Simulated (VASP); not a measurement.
# MgO (Fm-3m) in VASP: notebook, part 2 of 2

VASP 6.6.1. The steps go on from the part before.

## 4. Single point, PBE

INCAR

```
PREC     = Accurate       # precision mode
ENCUT    = 520            # plane-wave cutoff, eV
EDIFF    = 1E-7           # SCF threshold, eV
ISMEAR   = 0              # smearing method
SIGMA    = 0.01           # smearing width, eV
LREAL    = F              # projectors in reciprocal space
LASPH    = T              # aspherical terms in the spheres
NELM     = 80             # most SCF steps
ALGO     = Normal         # electronic algorithm
ISIF     = 2              # what is computed and relaxed
LWAVE    = F              # write WAVECAR
LCHARG   = F              # write CHGCAR
GGA      = PE             # functional
NBANDS   = 11             # bands
```

KPOINTS

```
regular mesh
0
Gamma
  10 10 10
```

POSCAR

```
MgO
1.0
    0.0000000000      2.1267948278      2.1267948278
    2.1267948278      0.0000000000      2.1267948278
    2.1267948278      2.1267948278      0.0000000000
Mg O
1 1
Direct
    0.0000000000      0.0000000000      0.0000000000
    0.5000000000      0.5000000000      0.5000000000
```

Potentials or basis: VASP PAW PBE potentials, release 64 (Mg, O).

Started as:

```
> cat potpaw_PBE.64/Mg/POTCAR potpaw_PBE.64/O/POTCAR > POTCAR
> mpirun -np 1 vasp_std > vasp.out
```

OUTCAR:

```text
PREC = Accurate
   ENCUT = 520
   EDIFF = 1E-7
   ISMEAR = 0
   LREAL = F
   LASPH = T
   NELM = 80
   ISIF = 2
   GGA = PE

 ion  position               nearest neighbor table
   1  0.000  0.000  0.000-   2 2.13   2 2.13   2 2.13   2 2.13   2 2.13   2 2.13
   2  0.500  0.500  0.500-   1 2.13   1 2.13   1 2.13   1 2.13   1 2.13   1 2.13

  LATTYP: Found a face centered cubic cell.
 ALAT       =     4.2535896556

  Lattice vectors:

 A1 = (   0.0000000000,   2.1267948278,   2.1267948278)
 A2 = (   2.1267948278,   0.0000000000,   2.1267948278)
 A3 = (   2.1267948278,   2.1267948278,   0.0000000000)

Analysis of symmetry for initial positions (statically):
=====================================================================
 Subroutine PRICEL returns:
 Original cell was already a primitive cell.

 Routine SETGRP: Setting up the symmetry group for a
 face centered cubic supercell.

 Subroutine GETGRP returns: Found 48 space group operations
 (whereof 48 operations were pure point group operations)
 out of a pool of 48 trial point group operations.

The static configuration has the point symmetry O_h .

Analysis of symmetry for dynamics (positions and initial velocities):
=====================================================================
 Subroutine PRICEL returns:
 Original cell was already a primitive cell.

 Routine SETGRP: Setting up the symmetry group for a
 face centered cubic supercell.

 Subroutine GETGRP returns: Found 48 space group operations
 (whereof 48 operations were pure point group operations)
 out of a pool of 48 trial point group operations.

The dynamic configuration has the point symmetry O_h .

 Subroutine INISYM returns: Found 48 space group operations
 (whereof 48 operations are pure point group operations),
 and found     1 'primitive' translations

----------------------------------------------------------------------------------------

                                     Primitive cell

[... 112 lines left out ...]
  Fermi-wavevector in a.u.,A,eV,Ry     =   1.221901  2.309057 20.314059  1.493041
  Thomas-Fermi vector in A             =   2.357067
   LORBIT       =      0    0 simple, 1 ext, 2 COOP (PROOUT), +10 PAW based schemes
   GGA     = PE    functional components
   LHFCALC =     F    Hartree Fock is set to
   AEXX    =    0.0000 exact exchange contribution
   IVDW    =     0    specifies the selected vdW correction
   LEPSILON=     F    determine dielectric tensor
   LRPA    =     F    only Hartree local field effects (RPA)
 non-spin polarized calculation
 Gauss-broadening in eV      SIGMA  =   0.01
  energy-cutoff  :      520.00
  volume of cell :       19.24
 maximum number of plane-waves:       534
 NGX is ok and might be reduce to    24
   NGX = 11   NGY = 11   NGZ = 11

 number of electron       8.0000004 magnetization

 Free energy of the ion-electron system (eV)
  ---------------------------------------------------
  ext. energy  EPLUGINS =         0.00000000
  ---------------------------------------------------
  free energy    TOTEN  =       -11.91169413 eV

  energy without entropy =      -11.91169413  energy(sigma->0) =      -11.91169413

 E-fermi :   3.1445     XC(G=0): -10.9401

 val. band max:        2.9694262990   @ k =   0.0000   0.0000   0.0000
 cond. band min:       7.4148067675   @ k =   0.0000   0.0000   0.0000
 fundamental gap:      4.4453804685
 Fermi energy:         3.1445017215

 k-point     1 :       0.0000    0.0000    0.0000
  band No.  band energies     occupation
      1     -14.1457      2.00000
      2       2.9694      2.00000
      3       2.9694      2.00000
      4       2.9694      2.00000
      5       7.4148      0.00000
      6      18.6022      0.00000
      7      18.6022      0.00000
      8      18.6022      0.00000
      9      22.4421      0.00000
     10      24.1825      0.00000
     11      24.1825      0.00000
[... 309 lines left out ...]
 k-point    24 :       0.4000    0.3000    0.0000
  band No.  band energies     occupation
      1     -12.9739      2.00000
      2      -0.5106      2.00000
      3       1.7087      2.00000
      4       1.9200      2.00000
      5      12.2542      0.00000
      6      13.0537      0.00000
      7      16.2601      0.00000
      8      20.7631      0.00000
      9      20.9646      0.00000
     10      27.4955      0.00000
     11      29.3612      0.00000

 [... further k-points ...]
[... 5 lines left out ...]
  --------------------------------------------------------------------------------------
  -------------------------------------------------------------------------------------
  Total       -0.0852492     -0.0852492     -0.0852492      0.0000000      0.0000000      0.0000000
  in kB       -7.0989512     -7.0989512     -7.0989512      0.0000000      0.0000000      0.0000000
  external PRESSURE =      -7.0989512 kB  Pullay stress =       0.0000000 kB

 VOLUME and BASIS-vectors are now :
 -----------------------------------------------------------------------------
  energy-cutoff  :      520.00
  volume of cell :       19.24
      direct lattice vectors                 reciprocal lattice vectors
     0.000000000  2.126794828  2.126794828    -0.235095550  0.235095550  0.235095550
     2.126794828  0.000000000  2.126794828     0.235095550 -0.235095550  0.235095550
     2.126794828  2.126794828  0.000000000     0.235095550  0.235095550 -0.235095550

 POSITION                                       TOTAL-FORCE (eV/Angst)
 -----------------------------------------------------------------------------------
      0.00000      0.00000      0.00000         0.000000     -0.000000      0.000000
      2.12679      2.12679      2.12679        -0.000000      0.000000     -0.000000
 -----------------------------------------------------------------------------------
    total drift:                               -0.000000     -0.000000      0.000000

  FREE ENERGIE OF THE ION-ELECTRON SYSTEM (eV)
  ---------------------------------------------------
  free  energy   TOTEN  =       -11.9116941338 eV

  energy  without entropy=      -11.9116941338  energy(sigma->0) =      -11.91169413
```

OSZICAR:

```text
N       E                     dE             d eps       ncg     rms          rms(c)
DAV:   1     0.154851225406E+02    0.15485E+02   -0.45285E+03  1178   0.638E+02
DAV:   2    -0.127642106430E+02   -0.28249E+02   -0.26952E+02  1208   0.136E+02
DAV:   3    -0.134664971370E+02   -0.70229E+00   -0.70151E+00  1234   0.187E+01
DAV:   4    -0.134683899754E+02   -0.18928E-02   -0.18928E-02  1118   0.109E+00
DAV:   5    -0.134683957548E+02   -0.57794E-05   -0.57794E-05  1220   0.606E-02    0.719E+00
DAV:   6    -0.119309761624E+02    0.15374E+01   -0.89987E+00  1073   0.163E+01    0.227E+00
DAV:   7    -0.119177291542E+02    0.13247E-01   -0.61593E-02  1118   0.217E+00    0.135E+00
DAV:   8    -0.119121360955E+02    0.55931E-02   -0.30038E-02  1091   0.193E+00    0.251E-01
DAV:   9    -0.119117149864E+02    0.42111E-03   -0.62624E-04  1169   0.175E-01    0.141E-01
DAV:  10    -0.119116919660E+02    0.23020E-04   -0.54008E-04  1142   0.172E-01    0.827E-03
DAV:  11    -0.119116942992E+02   -0.23332E-05   -0.31690E-06  1187   0.142E-02    0.597E-03
DAV:  12    -0.119116941457E+02    0.15353E-06   -0.70568E-07  1154   0.625E-03    0.617E-04
DAV:  13    -0.119116941338E+02    0.11833E-07   -0.68495E-08   610   0.149E-03
   1 F= -.11911694E+02 E0= -.11911694E+02  d E =-.128980-137
```

Run time: 7.1 s. Hardware: 1 thread of Intel Xeon Platinum 8259CL at 2.50GHz (Skylake/Cascade Lake), shared host; peak memory 0.14 GiB.

What came out:

| Item | Value |
| --- | --- |
| Free energy | -11.9117 eV |
| Pressure | -0.7 GPa |
| Band gap on the k mesh | 4.45 eV, direct |

A hybrid or GW would open this gap; PBE tends to underestimate it.

## 5. Overview

```tsv
cutoff (eV)	smearing	gap on the mesh (eV)	pressure (GPa)
600	gaussian 0.02 eV	4.45	-1.0
520	gaussian 0.02 eV	4.45	-0.7
520	gaussian 0.01 eV	4.45	-0.7
```

Alike in all rows: task single point; level PBE; potentials or basis VASP PAW PBE potentials, release 64 (Mg, O); no spin polarisation; cell a = 3.008 Å, angles 60.0°, 2 atoms; k mesh 10 × 10 × 10.

On the cell as given the gap runs from 4.45 eV (PBE) to 4.45 eV (PBE).

Absolute energies hang on the potentials; compare differences alone.
